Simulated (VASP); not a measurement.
# Ag (P6_3/mmc) in VASP: a series of runs, part 2 of 2

VASP 6.6.1. The steps go on from the part before.

## (3) Electric field gradients, PBE

INCAR reads:

```
PREC = Accurate
ENCUT = 520
EDIFF = 1E-8
ISMEAR = -1
SIGMA = 0.03
LREAL = F
LASPH = T
NELM = 80
ALGO = Normal
ISIF = 2
LWAVE = F
LCHARG = F
GGA = PE
LEFG = T
NBANDS = 18
```

KPOINTS reads:

```
Automatic mesh
0
Gamma
  6 6 4
```

POSCAR reads:

```
Ag
1.0
    2.9299980804      0.0000000000      0.0000000000
   -1.4649990402      2.5374527707      0.0000000000
    0.0000000000      0.0000000000      4.7900000000
Ag
2
Direct
    0.3333333333      0.6666666667      0.2500000000
    0.6666666667      0.3333333333      0.7500000000
```

Potentials or basis: VASP PAW PBE potentials, release 64 (Ag).

The run is started by

```bash
$ cat potpaw_PBE.64/Ag/POTCAR > POTCAR
$ mpirun -np 1 vasp_std > vasp.out
```

OUTCAR:

```text
PREC = Accurate
   ENCUT = 520
   EDIFF = 1E-8
   ISMEAR = -1
   LREAL = F
   LASPH = T
   NELM = 80
   ISIF = 2
   GGA = PE

 ion  position               nearest neighbor table
   1  0.333  0.667  0.250-   2 2.93   2 2.93   2 2.93   2 2.93   2 2.93   2 2.93
   2  0.667  0.333  0.750-   1 2.93   1 2.93   1 2.93   1 2.93   1 2.93   1 2.93

  LATTYP: Found a hexagonal cell.
 ALAT       =     2.9299980804
 C/A-ratio  =     1.6348133577

  Lattice vectors:

 A1 = (   2.9299980804,   0.0000000000,   0.0000000000)
 A2 = (  -1.4649990402,   2.5374527707,   0.0000000000)
 A3 = (   0.0000000000,   0.0000000000,   4.7900000000)

Analysis of symmetry for initial positions (statically):
=====================================================================
 Subroutine PRICEL returns:
 Original cell was already a primitive cell.

 Routine SETGRP: Setting up the symmetry group for a
 hexagonal supercell.

 Subroutine GETGRP returns: Found 24 space group operations
 (whereof 12 operations were pure point group operations)
 out of a pool of 24 trial point group operations.

The static configuration has the point symmetry D_3d.
 The point group associated with its full space group is D_6h.

Analysis of symmetry for dynamics (positions and initial velocities):
=====================================================================
 Subroutine PRICEL returns:
 Original cell was already a primitive cell.

 Routine SETGRP: Setting up the symmetry group for a
 hexagonal supercell.

 Subroutine GETGRP returns: Found 24 space group operations
 (whereof 12 operations were pure point group operations)
 out of a pool of 24 trial point group operations.

The dynamic configuration has the point symmetry D_3d.
 The point group associated with its full space group is D_6h.

 Subroutine INISYM returns: Found 24 space group operations
 (whereof 12 operations are pure point group operations),
 and found     1 'primitive' translations

----------------------------------------------------------------------------------------

                                     Primitive cell

  volume of cell :      35.6124

  direct lattice vectors                    reciprocal lattice vectors
     2.929998080  0.000000000  0.000000000     0.341297152  0.197048003  0.000000000
    -1.464999040  2.537452771  0.000000000     0.000000000  0.394096005  0.000000000
     0.000000000  0.000000000  4.790000000     0.000000000  0.000000000  0.208768267

  length of vectors
     2.929998080  2.929998080  4.790000000     0.394096005  0.394096005  0.208768267

  position of ions in fractional coordinates (direct lattice)
     0.333333333  0.666666667  0.250000000
     0.666666667  0.333333333  0.750000000

  ion indices of the primitive-cell ions
   primitive index   ion index
                 1           1
                 2           2

----------------------------------------------------------------------------------------

 KPOINTS: Automatic mesh

Automatic generation of k-mesh.
 Grid dimensions read from file:
[... 67 lines left out ...]
   ISIF   =      2    stress and relaxation
   ISYM   =      2    0-nonsym 1-usesym 2-fastsym
   POTIM  = 0.5000    time-step for ionic-motion
   TEBEG  =    0.0;   TEEND  =   0.0 temperature during run
   PSTRESS=    0.0 pullay stress
   NELECT =      22.0000    total number of electrons
   NUPDOWN=      -1.0000    fix difference up-down
   EMIN   =  10.00;   EMAX   =-10.00  energy-range for DOS
   EFERMI =   0.00;   METHOD = LEGACY
   ISMEAR =    -1;   SIGMA  =   0.03  broadening in eV -4-tet -1-fermi 0-gaus
   EFERMI_NEDOS =   21; number of points for ismear=-14 and -15
   IALGO  =     38    algorithm
   IMIX   =      4    mixing-type and parameters
     AMIX     =   0.40;   BMIX     =  1.00
     AMIX_MAG =   1.60;   BMIX_MAG =  1.00
  volume/ion in A,a.u.               =      17.81       120.16
  Fermi-wavevector in a.u.,A,eV,Ry     =   1.394276  2.634800 26.449806  1.944006
  Thomas-Fermi vector in A             =   2.517841
   LORBIT       =      0    0 simple, 1 ext, 2 COOP (PROOUT), +10 PAW based schemes
   GGA     = PE    functional components
   LHFCALC =     F    Hartree Fock is set to
   AEXX    =    0.0000 exact exchange contribution
   IVDW    =     0    specifies the selected vdW correction
   LEPSILON=     F    determine dielectric tensor
   LRPA    =     F    only Hartree local field effects (RPA)
 non-spin polarized calculation
  energy-cutoff  :      520.00
  volume of cell :       35.61
 maximum number of plane-waves:       989
 NGX is ok and might be reduce to    24
   NGX = 11   NGY = 11   NGZ = 17

 number of electron      22.0000005 magnetization

 Free energy of the ion-electron system (eV)
  ---------------------------------------------------
  ext. energy  EPLUGINS =         0.00000000
  ---------------------------------------------------
  free energy    TOTEN  =        -5.38903920 eV

  energy without entropy =       -5.38615801  energy(sigma->0) =       -5.38759861

 E-fermi :   7.6999     XC(G=0): -11.9487

 val. band max:        7.6279039850   @ k =   0.3333   0.1667   0.2500
 cond. band min:       7.9702674401   @ k =   0.5000   0.0000   0.0000
 fundamental gap:      0.3423634551
 Fermi energy:         7.6999495710

 k-point     1 :       0.0000    0.0000    0.0000
  band No.  band energies     occupation
      1       0.3889      2.00000
      2       1.7157      2.00000
      3       3.1889      2.00000
      4       3.2925      2.00000
      5       3.2925      2.00000
      6       3.5121      2.00000
[... 418 lines left out ...]
      5       3.3734      2.00000
      6       3.3734      2.00000
[... 10 lines left out ...]
     17      24.0380      0.00000
     18      24.0380      0.00000

------------------------ aborting loop because EDIFF is reached ----------------------------------------

  FORCE on cell =-STRESS in cart. coord.  units (eV):
  Direction    XX          YY          ZZ          XY          YZ          ZX
  --------------------------------------------------------------------------------------
  -------------------------------------------------------------------------------------
  Total        0.4144222      0.4144222     -0.2297387      0.0000000     -0.0000000     -0.0000000
  in kB       18.6445892     18.6445892    -10.3357970      0.0000000     -0.0000000     -0.0000000
  external PRESSURE =       8.9844605 kB  Pullay stress =       0.0000000 kB

 VOLUME and BASIS-vectors are now :
 -----------------------------------------------------------------------------
  energy-cutoff  :      520.00
  volume of cell :       35.61
      direct lattice vectors                 reciprocal lattice vectors
     2.929998080  0.000000000  0.000000000     0.341297152  0.197048003  0.000000000
    -1.464999040  2.537452771  0.000000000     0.000000000  0.394096005  0.000000000
     0.000000000  0.000000000  4.790000000     0.000000000  0.000000000  0.208768267

 POSITION                                       TOTAL-FORCE (eV/Angst)
 -----------------------------------------------------------------------------------
     -0.00000      1.69164      1.19750         0.000000      0.000000      0.000000
      1.46500      0.84582      3.59250        -0.000000     -0.000000      0.000000
 -----------------------------------------------------------------------------------
    total drift:                               -0.000000      0.000000     -0.000000

  FREE ENERGIE OF THE ION-ELECTRON SYSTEM (eV)
  ---------------------------------------------------
  free  energy   TOTEN  =        -5.3890392018 eV

  energy  without entropy=       -5.3861580113  energy(sigma->0) =       -5.38759861

 Electric field gradients (V/A^2)
---------------------------------------------------------------------
 ion       V_xx      V_yy      V_zz      V_xy      V_xz      V_yz
---------------------------------------------------------------------
   1      -4.414    -4.415     8.830    -0.001     0.000    -0.000
   2      -4.414    -4.415     8.830    -0.001    -0.000     0.000
---------------------------------------------------------------------

 Electric field gradients after diagonalization (V/A^2)
 (convention: |V_zz| > |V_xx| > |V_yy|)
----------------------------------------------------------------------
 ion       V_xx      V_yy      V_zz     asymmetry (V_yy - V_xx)/ V_zz
----------------------------------------------------------------------
   1      -4.416    -4.414     8.830       0.000
   2      -4.416    -4.414     8.830       0.000
----------------------------------------------------------------------

           NMR quadrupolar parameters

 Cq : quadrupolar parameter    Cq=e*Q*V_zz/h
 eta: asymmetry parameters     (V_yy - V_xx)/ V_zz
 Q  : nuclear electric quadrupole moment in mb (millibarn)
----------------------------------------------------------------------
 ion       Cq(MHz)       eta       Q (mb)
----------------------------------------------------------------------
   1       0.021       0.000       1.000
   2       0.021       0.000       1.000
----------------------------------------------------------------------
```

OSZICAR:

```text
N       E                     dE             d eps       ncg     rms          rms(c)
DAV:   1     0.127017228325E+03    0.12702E+03   -0.11702E+04   756   0.121E+03
DAV:   2    -0.374158411243E+01   -0.13076E+03   -0.12491E+03   782   0.270E+02
DAV:   3    -0.584450015264E+01   -0.21029E+01   -0.20974E+01   906   0.383E+01
DAV:   4    -0.585050062547E+01   -0.60005E-02   -0.59998E-02   848   0.200E+00
DAV:   5    -0.585054908317E+01   -0.48458E-04   -0.48457E-04   866   0.191E-01    0.667E+00
DAV:   6    -0.540708285520E+01    0.44347E+00   -0.11127E+00   780   0.112E+01    0.441E+00
DAV:   7    -0.539379006774E+01    0.13293E-01   -0.14476E-02   816   0.112E+00    0.249E+00
DAV:   8    -0.538901517440E+01    0.47749E-02   -0.11225E-03   802   0.272E-01    0.111E-01
DAV:   9    -0.538902750826E+01   -0.12334E-04   -0.15883E-05   862   0.301E-02    0.369E-02
DAV:  10    -0.538904003641E+01   -0.12528E-04   -0.83855E-06   822   0.269E-02    0.628E-03
DAV:  11    -0.538903928480E+01    0.75161E-06   -0.90654E-08   838   0.255E-03    0.970E-04
DAV:  12    -0.538903919566E+01    0.89141E-07   -0.90737E-09   654   0.811E-04    0.136E-04
DAV:  13    -0.538903920176E+01   -0.61041E-08   -0.36036E-10   408   0.181E-04
   1 F= -.53890392E+01 E0= -.53875986E+01  d E =-.288119E-02
```

It took 14 s on 1 thread of Intel Xeon 8259CL, shared host; peak memory 0.15 GiB.

Results:

* Free energy: -5.3890 eV
* Pressure: 0.9 GPa
* Band gap on the k mesh: zero (bands 11 and 12 overlap by 7.35 eV)
* Largest electric field gradient by atom: Ag +8.8 V/Å²

Stress tensor (GPa, compression positive):
```
 1.86  0.00  0.00
 0.00  1.86  0.00
 0.00  0.00 -1.03
```

Levels at points of the mesh, in eV from the Fermi level:
| k point | band 7 | band 8 | band 9 | band 10 | band 11 | band 12 | band 13 | band 14 | band 15 | band 16 |
| --- | --- | --- | --- | --- | --- | --- | --- | --- | --- | --- |
| (0.00, 0.00, 0.00) | -4.19 | -3.87 | -3.87 | -2.93 | -2.93 | -0.15 | 3.50 | 15.68 | 17.53 | 17.82 |
| (0.50, 0.00, 0.00) | -3.56 | -2.80 | -2.76 | -2.67 | 0.27 | 1.60 | 6.84 | 7.11 | 9.16 | 10.26 |
| (0.00, 0.00, 0.50) | -4.24 | -4.24 | -3.22 | -3.22 | -3.22 | -3.22 | 10.95 | 10.95 | 16.03 | 16.03 |
| (0.50, 0.00, 0.50) | -2.97 | -2.97 | -2.72 | -2.72 | 0.96 | 0.96 | 4.50 | 4.50 | 13.43 | 13.43 |

Electric field gradients, principal values (V/Å²):
| atom | least | middle | greatest (by size) |
| --- | --- | --- | --- |
| 1 Ag | -4.414 | -4.416 | 8.830 |
| 2 Ag | -4.414 | -4.416 | 8.830 |

Caveat: the k points lie up to 0.41 Å⁻¹ apart, too coarse for converged energies and pressures of a metal; without QUAD_EFG the Cq values of the log hold for a quadrupole moment of 1 mb, not for the nuclei.

## (4) Electric field gradients, PBE

INCAR reads:

```
SYSTEM = Ag
ALGO = Normal
EDIFF = 1E-8
ENCUT = 520
GGA = PE
ISIF = 2
ISMEAR = -1
LASPH = .True.
LCHARG = .False.
LEFG = .True.
LREAL = .False.
LWAVE = .False.
NBANDS = 18
NELM = 100
PREC = Accurate
SIGMA = 0.03
```

KPOINTS reads:

```
k-points
0
Gamma
  10 10 5
  0 0 0
```

POSCAR is that of step 3.

Potentials or basis: VASP PAW PBE potentials, release 64 (Ag).

The run is started by

```bash
$ cat potpaw_PBE.64/Ag/POTCAR > POTCAR
$ mpirun -np 1 vasp_std > vasp.out
```

OUTCAR:

```text
SYSTEM = Ag
   EDIFF = 1E-8
   ENCUT = 520
   GGA = PE
   ISIF = 2
   ISMEAR = -1
   LASPH = .True.
   LREAL = .False.
   NELM = 100
   PREC = Accurate

 ion  position               nearest neighbor table
   1  0.333  0.667  0.250-   2 2.93   2 2.93   2 2.93   2 2.93   2 2.93   2 2.93
   2  0.667  0.333  0.750-   1 2.93   1 2.93   1 2.93   1 2.93   1 2.93   1 2.93

  LATTYP: Found a hexagonal cell.
 ALAT       =     2.9299980804
 C/A-ratio  =     1.6348133577

  Lattice vectors:

 A1 = (   2.9299980804,   0.0000000000,   0.0000000000)
 A2 = (  -1.4649990402,   2.5374527707,   0.0000000000)
[... 719 lines left out ...]
  free  energy   TOTEN  =        -5.4049657505 eV

  energy  without entropy=       -5.4016943825  energy(sigma->0) =       -5.40333007

 Electric field gradients (V/A^2)
---------------------------------------------------------------------
 ion       V_xx      V_yy      V_zz      V_xy      V_xz      V_yz
---------------------------------------------------------------------
   1      -0.839    -0.840     1.679    -0.001     0.000    -0.000
   2      -0.839    -0.840     1.679    -0.001    -0.000     0.000
---------------------------------------------------------------------

 Electric field gradients after diagonalization (V/A^2)
 (convention: |V_zz| > |V_xx| > |V_yy|)
----------------------------------------------------------------------
 ion       V_xx      V_yy      V_zz     asymmetry (V_yy - V_xx)/ V_zz
----------------------------------------------------------------------
   1      -0.840    -0.838     1.679       0.001
   2      -0.840    -0.838     1.679       0.001
----------------------------------------------------------------------

           NMR quadrupolar parameters

 Cq : quadrupolar parameter    Cq=e*Q*V_zz/h
 eta: asymmetry parameters     (V_yy - V_xx)/ V_zz
 Q  : nuclear electric quadrupole moment in mb (millibarn)
----------------------------------------------------------------------
 ion       Cq(MHz)       eta       Q (mb)
----------------------------------------------------------------------
   1       0.004       0.001       1.000
   2       0.004       0.001       1.000
----------------------------------------------------------------------
```

Wall time 24 s (1 thread of Intel Xeon 8259CL, shared host); peak memory 0.16 GiB.

What came out:

```yaml
Free_energy: -5.4050 eV
Pressure: 0.6 GPa
Band_gap_on_the_k_mesh: zero (bands 11 and 12 overlap by 5.75 eV)
Largest_electric_field_gradient_by_atom: Ag +1.7 V/Å²
```

Stress tensor (GPa, compression positive):
```
0.78 0.00 0.00
0.00 0.78 0.00
0.00 0.00 0.22
```

Electric field gradients, principal values (V/Å²):
```
atom   least  middle  greatest (by size)
1 Ag  -0.838  -0.840               1.679
2 Ag  -0.838  -0.840               1.679
```

Caveat: without QUAD_EFG the Cq values of the log hold for a quadrupole moment of 1 mb, not for the nuclei.

## (5) Electric field gradients, PBE

INCAR reads:

```
SYSTEM = Ag
  ALGO = Normal
  EDIFF = 1E-8
  ENCUT = 520
  GGA = PE
  ISIF = 2
  ISMEAR = -1
  LASPH = .True.
  LCHARG = .False.
  LEFG = .True.
  LREAL = .False.
  LWAVE = .False.
  NBANDS = 18
  NELM = 100
  PREC = Accurate
  SIGMA = 0.03
```

KPOINTS reads:

```
k-points
0
Gamma
  18 18 10
  0 0 0
```

POSCAR is that of step 4.

Potentials or basis: VASP PAW PBE potentials, release 64 (Ag).

The run is started by

```bash
$ cat potpaw_PBE.64/Ag/POTCAR > POTCAR
$ mpirun -np 1 vasp_std > vasp.out
```

OUTCAR:

```text
SYSTEM = Ag
   EDIFF = 1E-8
   ENCUT = 520
   GGA = PE
   ISIF = 2
   ISMEAR = -1
   LASPH = .True.
   LREAL = .False.
   NELM = 100
   PREC = Accurate

 ion  position               nearest neighbor table
   1  0.333  0.667  0.250-   2 2.93   2 2.93   2 2.93   2 2.93   2 2.93   2 2.93
   2  0.667  0.333  0.750-   1 2.93   1 2.93   1 2.93   1 2.93   1 2.93   1 2.93

  LATTYP: Found a hexagonal cell.
 ALAT       =     2.9299980804
 C/A-ratio  =     1.6348133577

  Lattice vectors:

 A1 = (   2.9299980804,   0.0000000000,   0.0000000000)
 A2 = (  -1.4649990402,   2.5374527707,   0.0000000000)
 A3 = (   0.0000000000,   0.0000000000,   4.7900000000)

Analysis of symmetry for initial positions (statically):
=====================================================================
 Subroutine PRICEL returns:
 Original cell was already a primitive cell.

 Routine SETGRP: Setting up the symmetry group for a
 hexagonal supercell.
[... 695 lines left out ...]
  volume of cell :       35.61
      direct lattice vectors                 reciprocal lattice vectors
     2.929998080  0.000000000  0.000000000     0.341297152  0.197048003  0.000000000
    -1.464999040  2.537452771  0.000000000     0.000000000  0.394096005  0.000000000
     0.000000000  0.000000000  4.790000000     0.000000000  0.000000000  0.208768267

 POSITION                                       TOTAL-FORCE (eV/Angst)
 -----------------------------------------------------------------------------------
     -0.00000      1.69164      1.19750         0.000000      0.000000      0.000000
      1.46500      0.84582      3.59250        -0.000000     -0.000000      0.000000
 -----------------------------------------------------------------------------------
    total drift:                               -0.000000      0.000000     -0.000000

  FREE ENERGIE OF THE ION-ELECTRON SYSTEM (eV)
  ---------------------------------------------------
  free  energy   TOTEN  =        -5.4263932146 eV

  energy  without entropy=       -5.4239647127  energy(sigma->0) =       -5.42517896

 Electric field gradients (V/A^2)
---------------------------------------------------------------------
 ion       V_xx      V_yy      V_zz      V_xy      V_xz      V_yz
---------------------------------------------------------------------
   1      -0.765    -0.766     1.531    -0.001     0.000    -0.000
   2      -0.765    -0.766     1.531    -0.001    -0.000     0.000
---------------------------------------------------------------------

 Electric field gradients after diagonalization (V/A^2)
 (convention: |V_zz| > |V_xx| > |V_yy|)
----------------------------------------------------------------------
 ion       V_xx      V_yy      V_zz     asymmetry (V_yy - V_xx)/ V_zz
----------------------------------------------------------------------
   1      -0.766    -0.764     1.531       0.001
   2      -0.766    -0.764     1.531       0.001
----------------------------------------------------------------------

           NMR quadrupolar parameters

 Cq : quadrupolar parameter    Cq=e*Q*V_zz/h
 eta: asymmetry parameters     (V_yy - V_xx)/ V_zz
 Q  : nuclear electric quadrupole moment in mb (millibarn)
----------------------------------------------------------------------
 ion       Cq(MHz)       eta       Q (mb)
----------------------------------------------------------------------
   1       0.004       0.001       1.000
   2       0.004       0.001       1.000
----------------------------------------------------------------------
```

Run time: 2 min. Hardware: 1 thread of Intel Xeon 8259CL, shared host; peak memory 0.24 GiB.

What came out:

| Property | Result |
| --- | --- |
| Free energy | -5.4264 eV |
| Pressure | 0.3 GPa |
| Band gap on the k mesh | zero (bands 11 and 12 overlap by 7.36 eV) |
| Largest electric field gradient by atom | Ag +1.5 V/Å² |

Electric field gradients, principal values (V/Å²):
```tsv
atom	least	middle	greatest (by size)
1 Ag	-0.764	-0.766	1.531
2 Ag	-0.764	-0.766	1.531
```

Caveat: without QUAD_EFG the Cq values of the log hold for a quadrupole moment of 1 mb, not for the nuclei.

## (6) Summary

| k mesh | gap on the mesh (eV) | pressure (GPa) |
| --- | --- | --- |
| 4 × 4 × 2 | none | 0.5 |
| 6 × 6 × 4 | none | 0.9 |
| 10 × 10 × 5 | none | 0.6 |
| 18 × 18 × 10 | none | 0.3 |

Alike in all rows: task electric field gradients; level PBE; potentials or basis VASP PAW PBE potentials, release 64 (Ag); no spin polarisation; cell as given; cutoff (eV) 520; smearing fermi-dirac 0.03 eV.

Caveats: some runs use coarse meshes.

Total energies depend on the potentials used, so only differences within one code and one set of settings carry meaning.
